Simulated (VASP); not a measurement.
# HfN (Pm-3m) in VASP: notebook

Runs on HfN. Level: r2SCAN. Tasks: single point.

All numbers are computed with VASP 6.6.1; they aren't measurements. Logs are shortened: lines on timing, memory, paths and dates and some standing lists are left out, and cuts for length are marked.

**1. The cell of the first run**

Symmetry: Pm-3m, No. 221, cubic system. The conventional cell has a = 2.805 Å, b = 2.805 Å, c = 2.805 Å, α = 90.00°, β = 90.00°, γ = 90.00°. Within 3.2 Å of Hf (site symmetry m-3m) lie 8 N at 2.43 Å and 6 Hf at 2.80 Å. N (site symmetry m-3m) has 8 Hf at 2.43 Å and 6 N at 2.80 Å within 3.2 Å.

**2. Single point, r2SCAN**

POSCAR reads:

```
HfN
1.0
    2.8047598120      0.0000000000      0.0000000000
    0.0000000000      2.8047598120      0.0000000000
    0.0000000000      0.0000000000      2.8047598120
Hf N
1 1
Direct
    0.5000000000      0.5000000000      0.5000000000
    0.0000000000      0.0000000000      0.0000000000
```

INCAR.step1 reads:

```
PREC = Accurate
ENCUT = 520
ISMEAR = -1
SIGMA = 0.05
LREAL = F
LASPH = T
NELM = 100
NBANDS = 14
GGA = PE
ALGO = Normal
EDIFF = 1E-4
LWAVE = T
LCHARG = F
```

INCAR.step2 reads:

```
PREC = Accurate
ENCUT = 520
EDIFF = 1E-6
ISMEAR = -1
SIGMA = 0.05
LREAL = F
LASPH = T
NELM = 100
ALGO = Normal
ISIF = 2
LWAVE = F
LCHARG = F
METAGGA = R2SCAN
LMIXTAU = T
NBANDS = 14
ISTART = 1
```

KPOINTS reads:

```
regular mesh
0
Gamma
  9 9 9
```

Potentials or basis: VASP PAW PBE potentials, release 64 (Hf_pv, N).

On the command line:

```sh
cat potpaw_PBE.64/Hf_pv/POTCAR potpaw_PBE.64/N/POTCAR > POTCAR
cp INCAR.step1 INCAR
mpirun -np 1 vasp_std > vasp.out
cp INCAR.step2 INCAR
mpirun -np 1 vasp_std > vasp.out
```

OUTCAR:

```text
PREC = Accurate
   ENCUT = 520
   EDIFF = 1E-6
   ISMEAR = -1
   LREAL = F
   LASPH = T
   NELM = 100
   ISIF = 2
   METAGGA = R2SCAN
   ISTART = 1

 ion  position               nearest neighbor table
   1  0.500  0.500  0.500-   2 2.43   2 2.43   2 2.43   2 2.43   2 2.43   2 2.43   2 2.43   2 2.43

   2  0.000  0.000  0.000-   1 2.43   1 2.43   1 2.43   1 2.43   1 2.43   1 2.43   1 2.43   1 2.43

  LATTYP: Found a simple cubic cell.
 ALAT       =     2.8047598120

  Lattice vectors:

 A1 = (   2.8047598120,   0.0000000000,   0.0000000000)
 A2 = (   0.0000000000,   2.8047598120,   0.0000000000)
 A3 = (   0.0000000000,   0.0000000000,   2.8047598120)

Analysis of symmetry for initial positions (statically):
=====================================================================
 Subroutine PRICEL returns:
 Original cell was already a primitive cell.

 Routine SETGRP: Setting up the symmetry group for a
 simple cubic supercell.

 Subroutine GETGRP returns: Found 48 space group operations
 (whereof 48 operations were pure point group operations)
 out of a pool of 48 trial point group operations.

The static configuration has the point symmetry O_h .

Analysis of symmetry for dynamics (positions and initial velocities):
=====================================================================
 Subroutine PRICEL returns:
 Original cell was already a primitive cell.

 Routine SETGRP: Setting up the symmetry group for a
 simple cubic supercell.

 Subroutine GETGRP returns: Found 48 space group operations
 (whereof 48 operations were pure point group operations)
 out of a pool of 48 trial point group operations.

The dynamic configuration has the point symmetry O_h .

 Subroutine INISYM returns: Found 48 space group operations
 (whereof 48 operations are pure point group operations),
 and found     1 'primitive' translations

----------------------------------------------------------------------------------------

                                     Primitive cell

  volume of cell :      22.0641

  direct lattice vectors                    reciprocal lattice vectors
     2.804759812  0.000000000  0.000000000     0.356536769  0.000000000  0.000000000
     0.000000000  2.804759812  0.000000000     0.000000000  0.356536769  0.000000000
     0.000000000  0.000000000  2.804759812     0.000000000  0.000000000  0.356536769

  length of vectors
     2.804759812  2.804759812  2.804759812     0.356536769  0.356536769  0.356536769

  position of ions in fractional coordinates (direct lattice)
     0.500000000  0.500000000  0.500000000
     0.000000000  0.000000000  0.000000000

  ion indices of the primitive-cell ions
   primitive index   ion index
                 1           1
                 2           2

----------------------------------------------------------------------------------------

 KPOINTS: regular mesh

Automatic generation of k-mesh.
 Grid dimensions read from file:
 generate k-points for:    9    9    9

 Generating k-lattice:

  Cartesian coordinates                     Fractional coordinates (reciprocal lattice)
     0.039615197  0.000000000  0.000000000     0.111111111  0.000000000  0.000000000
     0.000000000  0.039615197  0.000000000     0.000000000  0.111111111  0.000000000
     0.000000000  0.000000000  0.039615197     0.000000000  0.000000000  0.111111111

  Length of vectors
     0.039615197  0.039615197  0.039615197

  Shift w.r.t. Gamma in fractional coordinates (k-lattice)
     0.000000000  0.000000000  0.000000000

 Subroutine IBZKPT returns following result:
 ===========================================

 Found     35 irreducible k-points:

 Following reciprocal coordinates:
            Coordinates               Weight
  0.000000  0.000000  0.000000      1.000000
  0.111111  0.000000  0.000000      6.000000
  0.222222  0.000000  0.000000      6.000000
  0.333333  0.000000  0.000000      6.000000
  0.444444  0.000000  0.000000      6.000000
  0.111111  0.111111  0.000000     12.000000
[... 16 lines left out ...]
  0.333333  0.333333  0.111111     24.000000
  0.444444  0.333333  0.111111     48.000000
 [... further k-points ...]
   k-points           NKPTS =     35   k-points in BZ     NKDIM =     35   number of bands    NBANDS=     14
   number of dos      NEDOS =    301   number of ions     NIONS =      2
   total plane-waves  NPLWV =  13824
   dimension x,y,z NGX =    24 NGY =   24 NGZ =   24
   dimension x,y,z NGXF=    48 NGYF=   48 NGZF=   48
   ions per type =               1   1
   NGX,Y,Z   is equivalent  to a cutoff of  14.23, 14.23, 14.23 a.u.
   NGXF,Y,Z  is equivalent  to a cutoff of  28.45, 28.45, 28.45 a.u.
 SYSTEM =  unknown system
   PREC   = accura    normal or accurate (medium, high low for compatibility)
   ISTART =      1    job   : 0-new  1-cont  2-samecut
   ICHARG =      0    charge: 1-file 2-atom 10-const
   ISPIN  =      1    spin polarized calculation?
   LNONCOLLINEAR =      F non collinear calculations
   LSORBIT =      F    spin-orbit coupling
   LASPH  =      T    aspherical Exc in radial PAW
   ENCUT  =  520.0 eV  38.22 Ry    6.18 a.u.   5.21  5.21  5.21*2*pi/ulx,y,z
   NELM   =    100;   NELMIN=  2; NELMDL=  0     # of ELM steps
   EDIFF  = 0.1E-05   stopping-criterion for ELM
   LREAL  =      F    real-space projection
   EDIFFG = 0.1E-04   stopping-criterion for IOM
   NSW    =      0    number of steps for IOM
   IBRION =     -1    ionic relax: 0-MD 1-quasi-New 2-CG
   NFREE  =      0    steps in history (QN), initial steepest desc. (CG)
   ISIF   =      2    stress and relaxation
   ISYM   =      2    0-nonsym 1-usesym 2-fastsym
   POTIM  = 0.5000    time-step for ionic-motion
   TEBEG  =    0.0;   TEEND  =   0.0 temperature during run
   PSTRESS=    0.0 pullay stress
   NELECT =      15.0000    total number of electrons
   NUPDOWN=      -1.0000    fix difference up-down
   EMIN   =  10.00;   EMAX   =-10.00  energy-range for DOS
   EFERMI =   0.00;   METHOD = LEGACY
   ISMEAR =    -1;   SIGMA  =   0.05  broadening in eV -4-tet -1-fermi 0-gaus
   EFERMI_NEDOS =   21; number of points for ismear=-14 and -15
   IALGO  =     38    algorithm
   IMIX   =      4    mixing-type and parameters
     AMIX     =   0.40;   BMIX     =  1.00
     AMIX_MAG =   1.60;   BMIX_MAG =  1.00
  volume/ion in A,a.u.               =      11.03        74.45
  Fermi-wavevector in a.u.,A,eV,Ry     =   1.439493  2.720247 28.193180  2.072140
  Thomas-Fermi vector in A             =   2.558342
   LORBIT       =      0    0 simple, 1 ext, 2 COOP (PROOUT), +10 PAW based schemes
   METAGGA = R2SCAN    functional components
   LHFCALC =     F    Hartree Fock is set to
   AEXX    =    0.0000 exact exchange contribution
   IVDW    =     0    specifies the selected vdW correction
   LEPSILON=     F    determine dielectric tensor
   LRPA    =     F    only Hartree local field effects (RPA)
 non-spin polarized calculation
  energy-cutoff  :      520.00
  volume of cell :       22.06
 maximum number of plane-waves:       619
 NGX is ok and might be reduce to    24
   NGX = 11   NGY = 11   NGZ = 11

 number of electron      15.0000003 magnetization

 Free energy of the ion-electron system (eV)
  ---------------------------------------------------
  ext. energy  EPLUGINS =         0.00000000
  ---------------------------------------------------
  free energy    TOTEN  =       -56.16548180 eV

  energy without entropy =      -56.15555147  energy(sigma->0) =      -56.16051663

 E-fermi :   7.6320     XC(G=0): -13.8977

 val. band max:        7.5812201652   @ k =   0.1111   0.1111   0.0000
 cond. band min:       7.7099349780   @ k =   0.4444   0.2222   0.1111
 fundamental gap:      0.1287148128
 Fermi energy:         7.6320208945

 k-point     1 :       0.0000    0.0000    0.0000
  band No.  band energies     occupation
      1     -23.7945      2.00000
      2     -23.7945      2.00000
      3     -23.7945      2.00000
      4      -9.6426      2.00000
      5       5.0801      2.00000
      6       5.0801      2.00000
      7       6.3453      2.00000
      8       6.3453      2.00000
      9       6.3453      2.00000
     10      11.7104      0.00000
     11      14.2886      0.00000
     12      14.2886      0.00000
     13      14.2886      0.00000
     14      19.4919      0.00000

 k-point     2 :       0.1111    0.0000    0.0000
  band No.  band energies     occupation
      1     -23.9788      2.00000
      2     -23.7785      2.00000
      3     -23.7785      2.00000
      4      -9.3981      2.00000
      5       4.2923      2.00000
      6       5.2044      2.00000
      7       6.1424      2.00000
      8       6.1424      2.00000
      9       6.8943      2.00000
     10      12.4990      0.00000
     11      14.3583      0.00000
     12      14.3583      0.00000
     13      14.3590      0.00000
     14      19.4919      0.00000

 k-point     3 :       0.2222    0.0000    0.0000
  band No.  band energies     occupation
      1     -24.4223      2.00000
      2     -23.7378      2.00000
      3     -23.7378      2.00000
      4      -8.7531      2.00000
      5       2.5515      2.00000
      6       5.5406      2.00000
      7       5.6454      2.00000
      8       5.6454      2.00000
      9       8.6665      0.00000
     10      14.0352      0.00000
     11      14.5429      0.00000
     12      14.5817      0.00000
     13      14.5818      0.00000
     14      19.4920      0.00000

 k-point     4 :       0.3333    0.0000    0.0000
  band No.  band energies     occupation
      1     -24.8919      2.00000
      2     -23.6910      2.00000
      3     -23.6910      2.00000
      4      -7.9290      2.00000
      5       0.8131      2.00000
      6       5.1084      2.00000
      7       5.1084      2.00000
      8       5.9694      2.00000
      9      11.2134      0.00000
     10      14.7628      0.00000
     11      14.9170      0.00000
     12      14.9170      0.00000
     13      15.6013      0.00000
     14      19.4921      0.00000

 k-point     5 :       0.4444    0.0000    0.0000
  band No.  band energies     occupation
      1     -25.1816      2.00000
      2     -23.6602      2.00000
      3     -23.6602      2.00000
      4      -7.2843      2.00000
      5      -0.3237      2.00000
      6       4.7730      2.00000
      7       4.7730      2.00000
      8       6.2842      2.00000
      9      13.3096      0.00000
     10      14.9134      0.00000
     11      15.1882      0.00000
[... 276 lines left out ...]
 k-point    22 :       0.4444    0.2222    0.1111
  band No.  band energies     occupation
      1     -25.0416      2.00000
      2     -24.2031      2.00000
      3     -23.7686      2.00000
      4      -7.4079      2.00000
      5       1.0814      2.00000
      6       3.4034      2.00000
      7       5.5074      2.00000
      8       7.7099      0.34779
      9      11.5015      0.00000
     10      12.0094      0.00000
     11      14.1843      0.00000
     12      14.6268      0.00000
     13      18.8281      0.00000
     14      19.4921      0.00000

 k-point    23 :       0.3333    0.3333    0.1111
  band No.  band energies     occupation
      1     -24.7134      2.00000
      2     -24.6489      2.00000
      3     -23.7549      2.00000
      4      -7.5664      2.00000
      5       1.9759      2.00000
      6       3.1981      2.00000
      7       5.2511      2.00000
      8       8.0078      0.00109
      9      11.5104      0.00000
     10      11.6948      0.00000
     11      13.6232      0.00000
     12      13.7844      0.00000
     13      17.6728      0.00000
     14      19.4921      0.00000

 k-point    24 :       0.4444    0.3333    0.1111
  band No.  band energies     occupation
      1     -24.9508      2.00000
      2     -24.6257      2.00000
      3     -23.7246      2.00000
      4      -7.5061      2.00000
      5       1.9704      2.00000
      6       3.0082      2.00000
      7       5.6183      2.00000
      8       7.7209      0.28929
      9      11.0964      0.00000
     10      11.5850      0.00000
     11      13.4749      0.00000
     12      14.7871      0.00000
     13      19.2216      0.00000
     14      19.4923      0.00000

 [... further k-points ...]

------------------------ aborting loop because EDIFF is reached ----------------------------------------

  FORCE on cell =-STRESS in cart. coord.  units (eV):
  Direction    XX          YY          ZZ          XY          YZ          ZX
  --------------------------------------------------------------------------------------
  -------------------------------------------------------------------------------------
  Total       -0.3854309     -0.3854309     -0.3854309      0.0000000      0.0000000     -0.0000000
  in kB      -27.9878867    -27.9878867    -27.9878867      0.0000000      0.0000000     -0.0000000
  external PRESSURE =     -27.9878867 kB  Pullay stress =       0.0000000 kB

 VOLUME and BASIS-vectors are now :
 -----------------------------------------------------------------------------
  energy-cutoff  :      520.00
  volume of cell :       22.06
      direct lattice vectors                 reciprocal lattice vectors
     2.804759812  0.000000000  0.000000000     0.356536769  0.000000000  0.000000000
     0.000000000  2.804759812  0.000000000     0.000000000  0.356536769  0.000000000
     0.000000000  0.000000000  2.804759812     0.000000000  0.000000000  0.356536769

 POSITION                                       TOTAL-FORCE (eV/Angst)
 -----------------------------------------------------------------------------------
      1.40238      1.40238      1.40238         0.000000      0.000000      0.000000
      0.00000      0.00000      0.00000         0.000000      0.000000      0.000000
 -----------------------------------------------------------------------------------
    total drift:                                0.000000     -0.000000     -0.000000

  FREE ENERGIE OF THE ION-ELECTRON SYSTEM (eV)
  ---------------------------------------------------
  free  energy   TOTEN  =       -56.1654818012 eV

  energy  without entropy=      -56.1555514650  energy(sigma->0) =      -56.16051663
```

Run time: 29 s. Hardware: 1 thread of AMD EPYC 9R45 (Zen 5), shared host; peak memory 0.12 GiB.

Results:

* Free energy: -56.1655 eV
* Pressure: -2.8 GPa

Caveat: the PAW data sets were made with another functional, which shifts forces and pressure a little; spin-orbit coupling is left out, which moves the levels of the heavy elements.

**3. Single point, r2SCAN**

This run uses another cell than the first one, of 10.95 Å³/atom, 0.992 times its volume.

POSCAR reads:

```
HfN
1.0
    2.7975588353      0.0000000000      0.0000000000
    0.0000000000      2.7975588353      0.0000000000
    0.0000000000      0.0000000000      2.7975588353
Hf N
1 1
Direct
    0.5000000000      0.5000000000      0.5000000000
    0.0000000000      0.0000000000      0.0000000000
```

INCAR.step1 reads:

```
  PREC = Accurate
  ENCUT = 520
  ISMEAR = -1
  SIGMA = 0.05
  LREAL = False
  LASPH = True
  NELM = 100
  NBANDS = 14
  GGA = PE
  ALGO = Normal
  EDIFF = 1E-4
  LWAVE = True
  LCHARG = False
```

INCAR.step2 reads:

```
  PREC = Accurate
  ENCUT = 520
  EDIFF = 1E-6
  ISMEAR = -1
  SIGMA = 0.05
  LREAL = False
  LASPH = True
  NELM = 100
  ALGO = Normal
  ISIF = 2
  LWAVE = False
  LCHARG = True
  METAGGA = R2SCAN
  LMIXTAU = True
  LELF = True
  LVHAR = True
  NBANDS = 14
  ISTART = 1
```

KPOINTS is that of step 2.

Potentials or basis: VASP PAW PBE potentials, release 64 (Hf_pv, N).

On the command line:

```sh
cat potpaw_PBE.64/Hf_pv/POTCAR potpaw_PBE.64/N/POTCAR > POTCAR
cp INCAR.step1 INCAR
mpirun -np 1 vasp_std > vasp.out
cp INCAR.step2 INCAR
mpirun -np 1 vasp_std > vasp.out
```

OUTCAR:

```text
PREC = Accurate
   ENCUT = 520
   EDIFF = 1E-6
   ISMEAR = -1
   LREAL = False
   LASPH = True
   NELM = 100
   ISIF = 2
   METAGGA = R2SCAN
   ISTART = 1

 ion  position               nearest neighbor table
   1  0.500  0.500  0.500-   2 2.42   2 2.42   2 2.42   2 2.42   2 2.42   2 2.42   2 2.42   2 2.42

   2  0.000  0.000  0.000-   1 2.42   1 2.42   1 2.42   1 2.42   1 2.42   1 2.42   1 2.42   1 2.42

  LATTYP: Found a simple cubic cell.
 ALAT       =     2.7975588353

  Lattice vectors:

 A1 = (   2.7975588353,   0.0000000000,   0.0000000000)
 A2 = (   0.0000000000,   2.7975588353,   0.0000000000)
 A3 = (   0.0000000000,   0.0000000000,   2.7975588353)

Analysis of symmetry for initial positions (statically):
=====================================================================
 Subroutine PRICEL returns:
 Original cell was already a primitive cell.

 Routine SETGRP: Setting up the symmetry group for a
 simple cubic supercell.

 Subroutine GETGRP returns: Found 48 space group operations
 (whereof 48 operations were pure point group operations)
 out of a pool of 48 trial point group operations.
[... 176 lines left out ...]
      5       5.1245      2.00000
      6       5.1245      2.00000
      7       6.4157      2.00000
      8       6.4157      2.00000
      9       6.4157      2.00000
     10      11.8937      0.00000
     11      14.4141      0.00000
     12      14.4141      0.00000
     13      14.4141      0.00000
     14      19.5943      0.00000
[... 377 lines left out ...]
      1     -24.8785      2.00000
      2     -24.5455      2.00000
      3     -23.6229      2.00000
      4      -7.4672      2.00000
      5       2.0169      2.00000
      6       3.0534      2.00000
      7       5.6817      2.00000
      8       7.8005      0.26833
      9      11.2015      0.00000
     10      11.6853      0.00000
     11      13.5985      0.00000
     12      14.9236      0.00000
     13      19.4065      0.00000
     14      19.5947      0.00000

 [... further k-points ...]

------------------------ aborting loop because EDIFF is reached ----------------------------------------

  FORCE on cell =-STRESS in cart. coord.  units (eV):
  Direction    XX          YY          ZZ          XY          YZ          ZX
  --------------------------------------------------------------------------------------
  -------------------------------------------------------------------------------------
  Total       -0.1162428     -0.1162428     -0.1162428      0.0000000      0.0000000     -0.0000000
  in kB       -8.5062692     -8.5062692     -8.5062692      0.0000000      0.0000000     -0.0000000
  external PRESSURE =      -8.5062692 kB  Pullay stress =       0.0000000 kB

 VOLUME and BASIS-vectors are now :
 -----------------------------------------------------------------------------
  energy-cutoff  :      520.00
  volume of cell :       21.89
      direct lattice vectors                 reciprocal lattice vectors
     2.797558835  0.000000000  0.000000000     0.357454502  0.000000000  0.000000000
     0.000000000  2.797558835  0.000000000     0.000000000  0.357454502  0.000000000
     0.000000000  0.000000000  2.797558835     0.000000000  0.000000000  0.357454502

 POSITION                                       TOTAL-FORCE (eV/Angst)
 -----------------------------------------------------------------------------------
      1.39878      1.39878      1.39878         0.000000      0.000000      0.000000
      0.00000      0.00000      0.00000         0.000000      0.000000      0.000000
 -----------------------------------------------------------------------------------
    total drift:                                0.000000     -0.000000     -0.000000

  FREE ENERGIE OF THE ION-ELECTRON SYSTEM (eV)
  ---------------------------------------------------
  free  energy   TOTEN  =       -56.1671516827 eV

  energy  without entropy=      -56.1573176478  energy(sigma->0) =      -56.16223467
```

OUTCAR.step1:

```text
PREC = Accurate
   ENCUT = 520
   ISMEAR = -1
   LREAL = False
   LASPH = True
[... 630 lines left out ...]
      1.39878      1.39878      1.39878         0.000000      0.000000      0.000000
      0.00000      0.00000      0.00000         0.000000      0.000000      0.000000
 -----------------------------------------------------------------------------------
    total drift:                                0.000000     -0.000000     -0.000000

  FREE ENERGIE OF THE ION-ELECTRON SYSTEM (eV)
  ---------------------------------------------------
  free  energy   TOTEN  =       -19.7625657624 eV

  energy  without entropy=      -19.7518110958  energy(sigma->0) =      -19.75718843
```

It took 29 s on 1 thread of AMD EPYC 9R45 (Zen 5), shared host; peak memory 0.12 GiB.

What came out:

```
Free energy : -56.1672 eV
Pressure    : -0.9 GPa
```

Caveat: the PAW data sets were made with another functional, which shifts forces and pressure a little; spin-orbit coupling is left out, which moves the levels of the heavy elements.
